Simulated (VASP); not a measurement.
A run of VASP 6.6.1 is set up as follows.

INCAR

```
PREC = Accurate
ENCUT = 600
EDIFF = 1E-7
ISMEAR = -1
SIGMA = 0.02
LREAL = F
LASPH = T
NELM = 100
ALGO = Normal
ISIF = 3
LWAVE = F
LCHARG = F
GGA = PE
IBRION = 2
NSW = 80
EDIFFG = -0.005
```

Contents of KPOINTS:

```
regular mesh
0
Gamma
  10 10 10
```

File POSCAR:

```
SnO
1.0
    0.0000000000      2.0509760000      2.0509760000
    2.0509760000      0.0000000000      2.0509760000
    2.0509760000      2.0509760000      0.0000000000
Sn O
1 1
Direct
    0.0000000000      0.0000000000      0.0000000000
    0.5000000000      0.5000000000      0.5000000000
```

Potentials or basis: VASP PAW PBE potentials, release 64 (Sn_d, O).

The run is started by

```sh
$ cat potpaw_PBE.64/Sn_d/POTCAR potpaw_PBE.64/O/POTCAR > POTCAR
$ mpirun -np 1 vasp_std > vasp.out
```

Task: Estimate the relaxed volume.

Result: 16.17 Å³/atom.

Task: What does it give for the space group after relaxing (to 0.1 Å)?

Result: Fm-3m (No. 225).

Final structure:
```
Sn O
1.0
     0.00000    2.52894    2.52894
     2.52894    0.00000    2.52894
     2.52894    2.52894    0.00000
Sn O
1 1
Cartesian
  0.0000 0.0000 0.0000
  2.5289 2.5289 2.5289
```

Caveat: the volume moved by over 15 % at a fixed basis, so the end points are rough.
